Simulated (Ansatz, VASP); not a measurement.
# Two plane-wave programs on CaO

POSCAR

```
CaO
1.0
    2.9029088165      0.0000000000      0.0000000000
    0.0000000000      2.9029088165      0.0000000000
    0.0000000000      0.0000000000      2.9029088165
Ca O
1 1
Direct
    0.0000000000      0.0068896411      0.0000000000
    0.5000000000      0.5000000000      0.5000000000
```

The input INCAR.step1:

```
  ALGO = Normal
  EDIFF = 1E-4
  ENCUT = 520
  GGA = PE
  ISMEAR = 0
  LASPH = True
  LCHARG = False
  LREAL = False
  LWAVE = True
  NBANDS = 15
  NELM = 80
  PREC = Accurate
  SIGMA = 0.05
```

Contents of INCAR.step2:

```
  ALGO = Normal
  EDIFF = 1E-6
  ENCUT = 520
  ISIF = 2
  ISMEAR = 0
  ISTART = 1
  LASPH = True
  LCHARG = False
  LMIXTAU = True
  LREAL = False
  LWAVE = False
  METAGGA = R2SCAN
  NBANDS = 15
  NELM = 80
  PREC = Accurate
  SIGMA = 0.05
```

KPOINTS

```
k-points
0
Gamma
  8 8 8
```

Input for Ansatz:

```yaml
crystal:
  lattice:
    - [2.9029088165, 0.0, 0.0]
    - [0.0, 2.9029088165, 0.0]
    - [0.0, 0.0, 2.9029088165]
  atoms:
    - { symbol: Ca, position: [0.0, 0.0068896411, 0.0] }
    - { symbol: O, position: [0.5, 0.5, 0.5] }
basis:
  ecutwfc: 500
  ecutrho_ratio: 4
kpoints:
  mp_grid: { grid: [8, 8, 8] }
hamiltonian:
  xc: r2scan
scf:
  occupations: { method: gaussian, width: 0.05 }
output:
  forces: true
  stress: true
  eigenvalues: true
  write_density: true
  write_potential: true
  elf: true
  volumetric_format: npy
```

Alike in both runs: task single point; functional r2SCAN; k mesh 8 × 8 × 8; occupations gaussian, width 0.05 eV; no spin polarisation.

```csv
,VASP,Ansatz
version,VASP 6.6.1,Ansatz 0.2.0
potentials or method,"VASP PAW PBE potentials, release 64 (Ca_sv, O), cutoff 520 eV","scalar-relativistic, plane waves, PAW"
valence electrons in the cell,16,16
```

```tsv
	VASP	Ansatz	Ansatz less VASP
gap on the k mesh at the Fermi level (eV)	3.28	3.28	-0.001
least direct gap on the mesh (eV)	3.58	3.58	+0.001
pressure (GPa)	1.1	0.0	-1.05
rms of the force components (eV/Å)	0.015	0.011	-0.0034
```

VASP's potentials were made for PBE, not for r2SCAN. Atom by atom the forces differ by 0.003 eV/Å (rms over components).
